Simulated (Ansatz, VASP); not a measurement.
# Al3B2As in VASP and in Ansatz

```
Al B As
1.0
     4.85845    0.00000    0.00000
    -2.42923    4.20754    0.00000
     0.00000    0.00000    4.41484
Al B As
3 2 1
Cartesian
  3.7392 0.0000 2.2074
  -1.8696 3.2382 2.2074
  0.5596 0.9693 2.2074
  0.0000 2.8050 2.2074
  2.4292 1.4025 2.2074
  0.0000 0.0000 0.0000
```

Alike in both runs: task single point; functional PBE; k mesh 6 × 6 × 4; occupations gaussian, width 0.1 eV; no spin polarisation.

|  | VASP | Ansatz |
| --- | --- | --- |
| version | VASP 6.6.1 | Ansatz 0.2.0 |
| potentials or method | VASP PAW PBE potentials, release 64 (Al, B, As), cutoff 520 eV | scalar-relativistic, plane waves, PAW |
| valence electrons in the cell | 20 | 30 |

Ansatz gave:

```
gap on the k mesh at the Fermi level (eV) : none
rms of the force components (eV/Å)        : 5.218
```

**Question.** What did VASP give for the same quantities?

**Answer.** gap on the k mesh at the Fermi level (eV): none; rms of the force components (eV/Å): 5.240.

Atom by atom the forces differ by 0.022 eV/Å (rms over components). A gap of «none» marks a metal or a gap that the smearing closes. VASP's potentials hold 20 valence electrons a cell and Ansatz's 30, so a difference there can come from the potentials and not from the codes.
